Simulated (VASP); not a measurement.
# Si (P6_3/mmc) in VASP: elastic constants with LDA

Aim: the elastic constants of Si with LDA.

Program: VASP 6.6.1. These are calculated values, not measurements. Logs are shortened: lines on timing, memory, paths and dates and some standing lists are left out, and cuts for length are marked.

## Step 1: The cell of the first run

Symmetry: P6_3/mmc, No. 194, hexagonal system. The conventional cell has a = 2.658 Å, b = 2.658 Å, c = 4.515 Å, α = 90.00°, β = 90.00°, γ = 120.00°. Si (site symmetry -6m2) has 12 Si at 2.66 to 2.73 Å within 3.5 Å.

This isn't the form of Si at room conditions, which is diamond.

## Step 2: Elastic constants, LDA

INCAR reads:

```
PREC = Accurate
ENCUT = 500
EDIFF = 1E-8
ISMEAR = -1
SIGMA = 0.05
LREAL = F
LASPH = T
NELM = 120
ALGO = Normal
ISIF = 3
LWAVE = F
LCHARG = F
GGA = CA
NBANDS = 11
IBRION = 6
NFREE = 2
POTIM = 0.015
NSW = 1
GGA_COMPAT = F
```

KPOINTS reads:

```
Automatic mesh
0
Gamma
  20 20 12
```

POSCAR reads:

```
Si
1.0
    2.6576108214      0.0000000000      0.0000000000
   -1.3288054107      2.3015584847      0.0000000000
    0.0000000000      0.0000000000      4.5150619672
Si
2
Direct
    0.3333333333      0.6666666667      0.2500000000
    0.6666666667      0.3333333333      0.7500000000
```

Potentials or basis: VASP PAW LDA potentials, release 64 (Si).

The run is started by

```
$ cat potpaw_LDA.64/Si/POTCAR > POTCAR
$ mpirun -np 1 vasp_std > vasp.out
```

OUTCAR:

```text
PREC = Accurate
   ENCUT = 500
   EDIFF = 1E-8
   ISMEAR = -1
   LREAL = F
   LASPH = T
   NELM = 120
   ISIF = 3
   GGA = CA
   IBRION = 6
   NFREE = 2
   POTIM = 0.015
   NSW = 1

 ion  position               nearest neighbor table
   1  0.333  0.667  0.250-   2 2.73   2 2.73   2 2.73   2 2.73   2 2.73   2 2.73
   2  0.667  0.333  0.750-   1 2.73   1 2.73   1 2.73   1 2.73   1 2.73   1 2.73

  LATTYP: Found a hexagonal cell.
 ALAT       =     2.6576108214
 C/A-ratio  =     1.6989176635

  Lattice vectors:

 A1 = (   2.6576108214,   0.0000000000,   0.0000000000)
 A2 = (  -1.3288054107,   2.3015584847,   0.0000000000)
 A3 = (   0.0000000000,   0.0000000000,   4.5150619672)

Analysis of symmetry for initial positions (statically):
=====================================================================
 Subroutine PRICEL returns:
 Original cell was already a primitive cell.

 Routine SETGRP: Setting up the symmetry group for a
 hexagonal supercell.

 Subroutine GETGRP returns: Found 24 space group operations
 (whereof 12 operations were pure point group operations)
 out of a pool of 24 trial point group operations.

The static configuration has the point symmetry D_3d.
 The point group associated with its full space group is D_6h.

Analysis of symmetry for dynamics (positions and initial velocities):
=====================================================================
 Subroutine PRICEL returns:
 Original cell was already a primitive cell.

 Routine SETGRP: Setting up the symmetry group for a
 hexagonal supercell.

 Subroutine GETGRP returns: Found 24 space group operations
 (whereof 12 operations were pure point group operations)
 out of a pool of 24 trial point group operations.

The dynamic configuration has the point symmetry D_3d.
 The point group associated with its full space group is D_6h.

 Subroutine INISYM returns: Found 24 space group operations
 (whereof 12 operations are pure point group operations),
 and found     1 'primitive' translations

----------------------------------------------------------------------------------------

                                     Primitive cell

  volume of cell :      27.6170

  direct lattice vectors                    reciprocal lattice vectors
     2.657610821  0.000000000  0.000000000     0.376277818  0.217244099  0.000000000
    -1.328805411  2.301558485  0.000000000     0.000000000  0.434488199  0.000000000
     0.000000000  0.000000000  4.515061967     0.000000000  0.000000000  0.221480903

  length of vectors
     2.657610821  2.657610821  4.515061967     0.434488199  0.434488199  0.221480903

  position of ions in fractional coordinates (direct lattice)
     0.333333333  0.666666667  0.250000000
     0.666666667  0.333333333  0.750000000

  ion indices of the primitive-cell ions
   primitive index   ion index
                 1           1
                 2           2

----------------------------------------------------------------------------------------

 KPOINTS: Automatic mesh

Automatic generation of k-mesh.
[... 111 lines left out ...]
  ext. energy  EPLUGINS =         0.00000000
  ---------------------------------------------------
  free energy    TOTEN  =       -11.08417032 eV

  energy without entropy =      -11.07810524  energy(sigma->0) =      -11.08113778

------------------------ aborting loop because EDIFF is reached ----------------------------------------

  FORCE on cell =-STRESS in cart. coord.  units (eV):
  Direction    XX          YY          ZZ          XY          YZ          ZX
  --------------------------------------------------------------------------------------
  -------------------------------------------------------------------------------------
  Total        0.0146685      0.0146685      0.0138570      0.0000000      0.0000000      0.0000000
  in kB        0.8509812      0.8509812      0.8039031      0.0000000      0.0000000      0.0000000
  external PRESSURE =       0.8352885 kB  Pullay stress =       0.0000000 kB
[... 89 lines left out ...]
  FREE ENERGIE OF THE ION-ELECTRON SYSTEM (eV)
  ---------------------------------------------------
  free  energy   TOTEN  =       -11.0815510714 eV

  energy  without entropy=      -11.0748079730  energy(sigma->0) =      -11.07817952

[... ionic steps 4 to 14 ...]

--------------------------------------- Ionic step       15  -------------------------------------------

 number of electron       8.0000001 magnetization

------------------------ aborting loop because EDIFF is reached ----------------------------------------
[... 67 lines left out ...]
--------------------------------------- Ionic step       17  -------------------------------------------

 number of electron       8.0000001 magnetization

 Free energy of the ion-electron system (eV)
  ---------------------------------------------------
  ext. energy  EPLUGINS =         0.00000000
  ---------------------------------------------------
  free energy    TOTEN  =       -11.08377708 eV

  energy without entropy =      -11.07768456  energy(sigma->0) =      -11.08073082

 E-fermi :  10.7740     XC(G=0): -11.4533

 val. band max:       10.7668601300   @ k =   0.2500   0.1000   0.5000
 cond. band min:      10.7823553123   @ k =   0.2500  -0.0000   0.0000
 fundamental gap:      0.0154951823
 Fermi energy:        10.7740470376

 k-point     1 :       0.0000    0.0000    0.0000
  band No.  band energies     occupation
      1      -4.0752      2.00000
      2       2.4653      2.00000
      3       3.3896      2.00000
      4      19.8349      0.00000
      5      19.8349      0.00000
      6      21.1194      0.00000
      7      21.1194      0.00000
      8      21.3992      0.00000
      9      21.7419      0.00000
     10      24.3077      0.00000
     11      24.8974      0.00000
[... 309 lines left out ...]
 k-point    24 :       0.2500    0.1000    0.0000
  band No.  band energies     occupation
      1      -1.4251      2.00000
      2       5.0574      2.00000
      3       5.8960      2.00000
      4       9.1331      2.00000
      5      12.8981      0.00000
      6      15.1433      0.00000
      7      16.1089      0.00000
      8      18.4998      0.00000
      9      20.5142      0.00000
     10      20.5889      0.00000
     11      24.3589      0.00000

 [... further k-points ...]
[... 5 lines left out ...]
  --------------------------------------------------------------------------------------
  -------------------------------------------------------------------------------------
  Total        0.0149426      0.0149426      0.0200683      0.0000000      0.0000000      0.0000000
  in kB        0.8668798      0.8668798      1.1642424      0.0000000      0.0000000      0.0000000
  external PRESSURE =       0.9660007 kB  Pullay stress =       0.0000000 kB
[... 17 lines left out ...]
  FREE ENERGIE OF THE ION-ELECTRON SYSTEM (eV)
  ---------------------------------------------------
  free  energy   TOTEN  =       -11.0837770806 eV

  energy  without entropy=      -11.0776845610  energy(sigma->0) =      -11.08073082

 INTERNAL STRAIN TENSORS FROM STRAINED CELLS
 ============================================

 INTERNAL STRAIN TENSOR FOR ION    1 for displacements in x,y,z  (eV/Angst):
          X           Y           Z          XY          YZ          ZX
  --------------------------------------------------------------------------------
  x     0.00000    -0.00000     0.00000     0.04838     0.00000     0.00000
  y     0.10497    -0.07917     0.00000    -0.00002    -0.00001    -0.00002
  z    -0.00000    -0.00000     0.00000    -0.00000    -0.07129     0.00000

 INTERNAL STRAIN TENSORS FROM DISPLACED ATOMS
 ============================================

 INTERNAL STRAIN TENSOR FOR ION    1 for displacements in x,y,z  (eV/Angst):
          X           Y           Z          XY          YZ          ZX
  --------------------------------------------------------------------------------
  x    -0.00000     0.00000     0.00000    -0.00588     0.00000     0.00000
  y    -0.00588     0.00588     0.00000     0.00000     0.00000     0.00000
  z     0.00000     0.00000     0.00000    -0.00000     0.00000     0.00000

 INTERNAL STRAIN TENSOR FOR ION    2 for displacements in x,y,z  (eV/Angst):
          X           Y           Z          XY          YZ          ZX
  --------------------------------------------------------------------------------
  x     0.00000    -0.00000     0.00000     0.00588     0.00000     0.00000
  y     0.00588    -0.00588     0.00000    -0.00000     0.00000     0.00000
  z    -0.00000    -0.00000    -0.00000     0.00000     0.00000    -0.00000

 Eigenvectors and eigenvalues of the dynamical matrix
 ----------------------------------------------------

   1 f  =    7.788030 THz    48.933636 2PiTHz  259.780720 cm-1    32.208690 meV
             X         Y         Z           dx          dy          dz
     -0.000000  1.534372  1.128765     0.000000    0.000000   -0.707107
      1.328805  0.767186  3.386296    -0.000000    0.000000    0.707107
[... 21 lines left out ...]
   6 f/i=    3.237956 THz    20.344677 2PiTHz  108.006583 cm-1    13.391104 meV
             X         Y         Z           dx          dy          dz
     -0.000000  1.534372  1.128765    -0.707107    0.000018   -0.000000
      1.328805  0.767186  3.386296     0.707107   -0.000018    0.000000

--------------------------------------------------------------------------------------------------------

 ELASTIC MODULI CONTR FROM IONIC RELAXATION (kBar)
 Direction    XX          YY          ZZ          XY          YZ          ZX
 --------------------------------------------------------------------------------
 XX          -0.0000     -0.0000     -0.0000      0.0000      0.0000     -0.0000
 YY          -0.0000     -0.0000     -0.0000      0.0000      0.0000     -0.0000
 ZZ          -0.0000     -0.0000     -0.0000      0.0000      0.0000     -0.0000
 XY           0.0000      0.0000      0.0000     -0.0000      0.0000      0.0000
 YZ           0.0000      0.0000      0.0000      0.0000      0.0000      0.0000
 ZX          -0.0000     -0.0000     -0.0000      0.0000      0.0000     -0.0000
 --------------------------------------------------------------------------------

 TOTAL ELASTIC MODULI (kBar)
 Direction    XX          YY          ZZ          XY          YZ          ZX
 --------------------------------------------------------------------------------
 XX        1216.7898   1129.9881    591.9790      0.0000     -0.0000     -0.0000
 YY        1129.9881   1216.7898    591.9790      0.0000     -0.0000     -0.0000
 ZZ         591.9790    591.9790   1475.0993      0.0000     -0.0000     -0.0000
 XY           0.0000      0.0000      0.0000     43.4009     -0.0000      0.0000
 YZ           0.0000     -0.0000      0.0000     -0.0000    315.0684      0.0000
 ZX          -0.0000     -0.0000     -0.0000      0.0000      0.0000    315.0684
 --------------------------------------------------------------------------------
```

Run time: 46 min. Hardware: 1 thread of Intel Xeon 8259CL, shared host; peak memory 0.67 GiB.

What came out:

```
Voigt bulk modulus            : 95 GPa
Highest phonon frequency at Γ : 260 cm⁻¹
Most unstable mode            : 108i cm⁻¹
```

Phonon frequencies in cm⁻¹ (negative: imaginary):
```tsv
q point	frequencies
(0.000, 0.000, 0.000)	-108 -108 0 0 0 260
```

Elastic tensor in Voigt notation (GPa, in the Cartesian axes of the cell as first typed):
```
122 113  59   0   0   0
113 122  59   0   0   0
 59  59 148   0   0   0
  0   0   0  32   0   0
  0   0   0   0  32   0
  0   0   0   0   0   4
```

Clamped-ion elastic tensor (GPa):
```
122 113  59   0   0   0
113 122  59   0   0   0
 59  59 148   0   0   0
  0   0   0  32   0   0
  0   0   0   0  32   0
  0   0   0   0   0   4
```

Caveat: some modes are imaginary.
